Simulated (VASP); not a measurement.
# Si16O (a cell with a defect) in VASP: further runs

Si16O (a cell with a defect) is run at these levels: PBE+D3(BJ); tasks: single point.

All numbers are computed with VASP 6.6.1; they aren't measurements. Logs are shortened: lines on timing, memory, paths and dates and some standing lists are left out, and cuts for length are marked.

### Step 1. The cell of the first run

The cell holds a defect, 17 atoms: a = 7.679 Å, b = 7.679 Å, c = 7.679 Å, α = 60.00°, β = 60.00°, γ = 60.00°.

### Step 2. Single point, PBE+D3(BJ), collinear spin, zero start

The input, INCAR:

```
PREC = Accurate ; ENCUT = 520
EDIFF = 1E-6 ; ISMEAR = -1
SIGMA = 0.05 ; LREAL = Auto
LASPH = True ; NELM = 150
ALGO = Normal ; ISIF = 2
LWAVE = False ; LCHARG = False
ISPIN = 2 ; MAGMOM = 0 0 0 0 0 0 0 0 0 0 0 0 0 0 0 0 0
LORBIT = 11 ; GGA = PE
IVDW = 12 ; NBANDS = 53
```

The input, KPOINTS:

```
Automatic mesh
0
Gamma
  2 2 2
```

The input, POSCAR:

```
Si16O
1.0
    0.0000000000      5.4300000000      5.4300000000
    5.4300000000      0.0000000000      5.4300000000
    5.4300000000      5.4300000000      0.0000000000
Si O
16 1
Direct
    0.0128637201     -0.0449079190      0.0421454880
    0.1290699816      0.1203775322      0.1321823204
   -0.0251657459      0.0746869245      0.4821823204
    0.1454419890      0.0739318600      0.6658655617
    0.0063627993      0.4945027624     -0.0085174954
    0.1444567219      0.5699263352      0.1615469613
    0.0010865562      0.5343278085      0.5115285451
    0.1048618785      0.6991896869      0.6225414365
    0.4919613260      0.0000092081     -0.0047053407
    0.6414732965      0.0970534070      0.1312707182
    0.5062062615      0.0113259669      0.4991896869
    0.6137384899      0.1290607735      0.6287845304
    0.5111602210      0.4874217311     -0.0060957643
    0.6367311234      0.6396593002      0.1206169429
    0.4983057090      0.5115653775      0.4859484346
    0.6203591160      0.6408747698      0.6409300184
    0.0504327808      0.3086095764      0.6928821363
```

Potentials or basis: VASP PAW PBE potentials, release 64 (Si, O).

On the command line:

```
> cat potpaw_PBE.64/Si/POTCAR potpaw_PBE.64/O/POTCAR > POTCAR
> mpirun -np 1 vasp_std > vasp.out
```

OUTCAR:

```text
PREC = Accurate
   ENCUT = 520
   EDIFF = 1E-6
   ISMEAR = -1
   LREAL = Auto
   LASPH = True
   NELM = 150
   ISIF = 2
   ISPIN = 2
   LORBIT = 11
   GGA = PE
   IVDW = 12
 IVDW          = 12

 ion  position               nearest neighbor table
   1  0.013  0.955  0.042-  10 2.34   2 2.35   4 2.36   6 2.42
   2  0.129  0.120  0.132-   3 2.24   9 2.28   1 2.35   5 2.35
   3  0.975  0.075  0.482-   2 2.24  12 2.31   4 2.35   8 2.36
   4  0.145  0.074  0.666-  17 1.65  11 2.30   3 2.35   1 2.36   7 2.89
   5  0.006  0.495  0.991-  14 2.33   2 2.35   8 2.38   6 2.43
   6  0.144  0.570  0.162-   7 2.26  13 2.32   1 2.42   5 2.43
   7  0.001  0.534  0.512-  17 1.60   6 2.26  16 2.39   8 2.39   4 2.89
   8  0.105  0.699  0.623-   3 2.36   5 2.38   7 2.39  15 2.51
   9  0.492  0.000  0.995-  14 2.27   2 2.28  12 2.30  10 2.41
  10  0.641  0.097  0.131-  11 2.32   1 2.34   9 2.41  13 2.45
  11  0.506  0.011  0.499-  12 2.23   4 2.30  10 2.32  16 2.33
  12  0.614  0.129  0.629-  11 2.23   9 2.30   3 2.31  15 2.40
  13  0.511  0.487  0.994-  16 2.23   6 2.32  10 2.45  14 2.54
  14  0.637  0.640  0.121-   9 2.27  15 2.30   5 2.33  13 2.54
  15  0.498  0.512  0.486-  14 2.30  12 2.40   8 2.51  16 2.55
  16  0.620  0.641  0.641-  13 2.23  11 2.33   7 2.39  15 2.55
  17  0.050  0.309  0.693-   7 1.60   4 1.65

  LATTYP: Found a face centered cubic cell.
 ALAT       =    10.8600000000

  Lattice vectors:

 A1 = (   0.0000000000,   5.4300000000,   5.4300000000)
 A2 = (   5.4300000000,   0.0000000000,   5.4300000000)
 A3 = (   5.4300000000,   5.4300000000,   0.0000000000)

Analysis of symmetry for initial positions (statically):
=====================================================================
 Subroutine PRICEL returns:
 Original cell was already a primitive cell.

 Routine SETGRP: Setting up the symmetry group for a
 face centered cubic supercell.

 Subroutine GETGRP returns: Found  1 space group operations
 (whereof  1 operations were pure point group operations)
 out of a pool of 48 trial point group operations.

The static configuration has the point symmetry C_1 .

Analysis of symmetry for dynamics (positions and initial velocities):
=====================================================================
 Subroutine PRICEL returns:
 Original cell was already a primitive cell.

 Routine SETGRP: Setting up the symmetry group for a
 face centered cubic supercell.

 Subroutine GETGRP returns: Found  1 space group operations
 (whereof  1 operations were pure point group operations)
 out of a pool of 48 trial point group operations.

The dynamic configuration has the point symmetry C_1 .

Analysis of structural, dynamic, and magnetic symmetry:
=====================================================================
 Subroutine PRICEL returns:
 Original cell was already a primitive cell.

 Routine SETGRP: Setting up the symmetry group for a
 face centered cubic supercell.

 Subroutine GETGRP returns: Found  1 space group operations
 (whereof  1 operations were pure point group operations)
 out of a pool of 48 trial point group operations.

The overall configuration has the point symmetry C_1 .

 Subroutine INISYM returns: Found  1 space group operations
 (whereof  1 operations are pure point group operations),
 and found     1 'primitive' translations

----------------------------------------------------------------------------------------

                                     Primitive cell

  volume of cell :     320.2060

  direct lattice vectors                    reciprocal lattice vectors
     0.000000000  5.430000000  5.430000000    -0.092081031  0.092081031  0.092081031
     5.430000000  0.000000000  5.430000000     0.092081031 -0.092081031  0.092081031
     5.430000000  5.430000000  0.000000000     0.092081031  0.092081031 -0.092081031

  length of vectors
     7.679179644  7.679179644  7.679179644     0.159489025  0.159489025  0.159489025

  position of ions in fractional coordinates (direct lattice)
     0.012863720  0.955092081  0.042145488
     0.129069982  0.120377532  0.132182320
     0.974834254  0.074686924  0.482182320
     0.145441989  0.073931860  0.665865562
     0.006362799  0.494502762  0.991482505
     0.144456722  0.569926335  0.161546961
[... 9 lines left out ...]
     0.620359116  0.640874770  0.640930018
     0.050432781  0.308609576  0.692882136

  ion indices of the primitive-cell ions
[... 62 lines left out ...]
   NGXF,Y,Z  is equivalent  to a cutoff of  25.98, 25.98, 25.98 a.u.
 SYSTEM =  unknown system
   PREC   = accura    normal or accurate (medium, high low for compatibility)
   ISTART =      0    job   : 0-new  1-cont  2-samecut
   ICHARG =      2    charge: 1-file 2-atom 10-const
   ISPIN  =      2    spin polarized calculation?
   LNONCOLLINEAR =      F non collinear calculations
   LSORBIT =      F    spin-orbit coupling
   LASPH  =      T    aspherical Exc in radial PAW
   ENCUT  =  520.0 eV  38.22 Ry    6.18 a.u.  14.28 14.28 14.28*2*pi/ulx,y,z
   NELM   =    150;   NELMIN=  2; NELMDL= -5     # of ELM steps
   EDIFF  = 0.1E-05   stopping-criterion for ELM
   LREAL  =      T    real-space projection
   EDIFFG = 0.1E-04   stopping-criterion for IOM
   NSW    =      0    number of steps for IOM
   IBRION =     -1    ionic relax: 0-MD 1-quasi-New 2-CG
   NFREE  =      0    steps in history (QN), initial steepest desc. (CG)
   ISIF   =      2    stress and relaxation
   ISYM   =      2    0-nonsym 1-usesym 2-fastsym
   POTIM  = 0.5000    time-step for ionic-motion
   TEBEG  =    0.0;   TEEND  =   0.0 temperature during run
   PSTRESS=    0.0 pullay stress
   NELECT =      70.0000    total number of electrons
   NUPDOWN=      -1.0000    fix difference up-down
   EMIN   =  10.00;   EMAX   =-10.00  energy-range for DOS
   EFERMI =   0.00;   METHOD = LEGACY
   ISMEAR =    -1;   SIGMA  =   0.05  broadening in eV -4-tet -1-fermi 0-gaus
   EFERMI_NEDOS =   21; number of points for ismear=-14 and -15
   IALGO  =     38    algorithm
   IMIX   =      4    mixing-type and parameters
     AMIX     =   0.40;   BMIX     =  1.00
     AMIX_MAG =   1.60;   BMIX_MAG =  1.00
  volume/ion in A,a.u.               =      18.84       127.11
  Fermi-wavevector in a.u.,A,eV,Ry     =   0.986199  1.863645 13.232857  0.972588
  Thomas-Fermi vector in A             =   2.117562
   LORBIT       =     11    0 simple, 1 ext, 2 COOP (PROOUT), +10 PAW based schemes
   GGA     = PE    functional components
   LHFCALC =     F    Hartree Fock is set to
   AEXX    =    0.0000 exact exchange contribution
   IVDW    =    12    specifies the selected vdW correction
   LEPSILON=     F    determine dielectric tensor
   LRPA    =     F    only Hartree local field effects (RPA)
 spin polarized calculation
  energy-cutoff  :      520.00
  volume of cell :      320.21
 maximum number of plane-waves:      8646
 NGX is ok and might be reduce to    60
   NGX = 29   NGY = 29   NGZ = 29

 number of electron      69.9999997 magnetization      -0.0000008

 number of electron      69.9999997 magnetization       0.0000002

 Free energy of the ion-electron system (eV)
  ---------------------------------------------------
  ext. energy  EPLUGINS =         0.00000000
  ---------------------------------------------------
  free energy    TOTEN  =       -91.40330352 eV

  energy without entropy =      -91.38375047  energy(sigma->0) =      -91.39352700

 E-fermi :   6.2732     XC(G=0):  -9.5468

 val. band max:        6.1868207143   @ k =   0.0000   0.0000   0.0000
 cond. band min:       6.3482264116   @ k =   0.0000   0.0000   0.0000
 fundamental gap:      0.1614056974
 Fermi energy:         6.2731645492

 spin component 1

 k-point     1 :       0.0000    0.0000    0.0000
  band No.  band energies     occupation
      1     -14.8600      1.00000
      2      -5.8877      1.00000
      3      -4.4635      1.00000
      4      -3.8162      1.00000
      5      -3.6801      1.00000
      6      -3.4031      1.00000
[... 389 lines left out ...]
     46      10.1266      0.00000
     47      10.2413      0.00000
 Fermi energy:         6.2731645492

 spin component 2

 k-point     1 :       0.0000    0.0000    0.0000
  band No.  band energies     occupation
      1     -14.8600      1.00000
      2      -5.8877      1.00000
      3      -4.4635      1.00000
      4      -3.8162      1.00000
      5      -3.6801      1.00000
      6      -3.4031      1.00000
[... 389 lines left out ...]
     46      10.1266      0.00000
     47      10.2413      0.00000
 [bands above 47 left out]

------------------------ aborting loop because EDIFF is reached ----------------------------------------

 Edisp (eV)   -5.23229

 E8    (eV) :    -2.1506

  FORCE on cell =-STRESS in cart. coord.  units (eV):
  Direction    XX          YY          ZZ          XY          YZ          ZX
  --------------------------------------------------------------------------------------
  -------------------------------------------------------------------------------------
  Total       5.13705     4.94143     5.10683    -2.10808    -5.65562    -1.91000
  in kB      25.70367    24.72486    25.55246   -10.54796   -28.29835    -9.55682
  external pressure =       25.33 kB  Pullay stress =        0.00 kB

 VOLUME and BASIS-vectors are now :
 -----------------------------------------------------------------------------
  energy-cutoff  :      520.00
  volume of cell :      320.21
      direct lattice vectors                 reciprocal lattice vectors
     0.000000000  5.430000000  5.430000000    -0.092081031  0.092081031  0.092081031
     5.430000000  0.000000000  5.430000000     0.092081031 -0.092081031  0.092081031
     5.430000000  5.430000000  0.000000000     0.092081031  0.092081031 -0.092081031

 POSITION                                       TOTAL-FORCE (eV/Angst)
 -----------------------------------------------------------------------------------
      5.41500      0.29870      5.25600        -0.907486      0.319066     -0.736950
      1.37140      1.41860      1.35450        -0.325422     -1.234085      0.120411
      3.02380      7.91160      5.69890         0.312837      1.440216     -0.474696
      4.01710      4.40540      1.19120        -0.099168     -0.033745     -0.623452
      8.06890      5.41830      2.71970         0.542982      0.265431      0.717761
      3.97190      1.66160      3.87910        -0.261840     -1.019222      0.314236
[... 9 lines left out ...]
      6.96020      6.84880      6.84850        -1.852701     -1.197826      0.505755
      5.43810      4.03620      1.94960         0.163195      1.466005     -0.608543
 -----------------------------------------------------------------------------------
    total drift:                               -0.000479      0.006633      0.006750

  FREE ENERGIE OF THE ION-ELECTRON SYSTEM (eV)
  ---------------------------------------------------
  free  energy   TOTEN  =       -96.6355906279 eV

  energy  without entropy=      -96.6160375724  energy(sigma->0) =      -96.62581410

 total charge

# of ion       s       p       d       tot
------------------------------------------
    1        0.753   0.935   0.000   1.688
    2        0.745   0.977   0.000   1.722
    3        0.753   0.977   0.000   1.731
    4        0.747   0.930   0.000   1.677
    5        0.746   0.921   0.000   1.668
    6        0.747   0.954   0.000   1.701
[... 9 lines left out ...]
   16        0.750   0.950   0.000   1.700
   17        1.579   3.647   0.000   5.225
--------------------------------------------------
tot         13.528  18.860   0.000  32.388

 magnetization (x)

# of ion       s       p       d       tot
------------------------------------------
    1        0.000   0.000   0.000   0.000
    2        0.000   0.000   0.000   0.000
    3       -0.000   0.000   0.000   0.000
    4       -0.000   0.000   0.000   0.000
    5       -0.000  -0.000   0.000  -0.000
    6       -0.000  -0.000   0.000  -0.000
[... 9 lines left out ...]
   16       -0.000  -0.000   0.000  -0.000
   17       -0.000   0.000   0.000   0.000
--------------------------------------------------
tot          0.000   0.000   0.000   0.000
```

Run time: 10 min. Hardware: 1 thread of Intel Xeon 8259CL, shared host; peak memory 0.71 GiB.

Results:

| Quantity | Value |
| --- | --- |
| Free energy | -96.6356 eV |
| Pressure | 2.5 GPa |
| Largest force | 2.648 eV/Å |
| Band gap on the k mesh | 0.16 eV |
| Net moment | 0.00 μB per cell |
| Valence electrons inside the program's atomic spheres | Si 1.69, 1.72, 1.73, 1.68, 1.67, 1.70, 1.71, 1.75, 1.64 (each value once); O 5.22 |
| Dispersion energy per atom | -0.308 eV |

Forces in eV/Å, atoms in the order of the input:
```
Si  -0.907  0.319 -0.737
Si  -0.325 -1.234  0.120
Si   0.313  1.440 -0.475
Si  -0.099 -0.034 -0.623
Si   0.543  0.265  0.718
Si  -0.262 -1.019  0.314
Si   1.830 -1.669  0.934
Si  -1.352  0.444 -0.010
Si   0.454  0.953  0.754
Si   0.309 -0.818  0.664
Si  -1.119 -0.498 -1.034
Si   1.122 -0.380  1.197
Si   0.756  1.797 -0.344
Si  -1.320 -0.316 -1.292
Si   1.747  0.481 -0.083
Si  -1.853 -1.198  0.506
O    0.163  1.466 -0.609
```

Caveat: the k points lie up to 0.50 Å⁻¹ apart.

[end of part 1 of 2]
